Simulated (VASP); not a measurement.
Here is a VASP 6.6.1 calculation.

INCAR

```
ALGO = Normal ; EDIFF = 1E-6
ENCUT = 520 ; GGA = PE
ISIF = 2 ; ISMEAR = 0
LASPH = True ; LCHARG = True
LELF = True ; LREAL = False
LVHAR = True ; LWAVE = False
NBANDS = 30 ; NELM = 100
PREC = Accurate ; SIGMA = 0.1
```

KPOINTS

```
k-points
0
Gamma
  12 12 8
```

File POSCAR:

```
CdTeSe4
1.0
    5.3877590902      0.0000000000      0.0000000000
   -2.6938795451      4.6659362416      0.0000000000
    0.0000000000      0.0000000000      5.6561429234
Cd Te Se
1 1 4
Direct
    0.0000000000      0.0000000000      0.0000000000
    0.0000000000      0.0000000000      0.5000000000
    0.3333333333      0.6666666667      0.0000000000
    0.6666666667      0.3333333333      0.0000000000
    0.3333333333      0.6666666667      0.5000000000
    0.6666666667      0.3333333333      0.5000000000
```

Potentials or basis: VASP PAW PBE potentials, release 64 (Cd, Te, Se).

Launch:

```sh
$ cat potpaw_PBE.64/Cd/POTCAR potpaw_PBE.64/Te/POTCAR potpaw_PBE.64/Se/POTCAR > POTCAR
$ mpirun -np 1 vasp_std > vasp.out
```

(1) Predict the pressure.

(2) Predict the band gap on the k mesh.

Results:

(1) 0.1 GPa.

(2) zero (bands 21 and 22 overlap by 2.18 eV).

Caveat: spin-orbit coupling is left out, which moves the levels of the heavy elements.
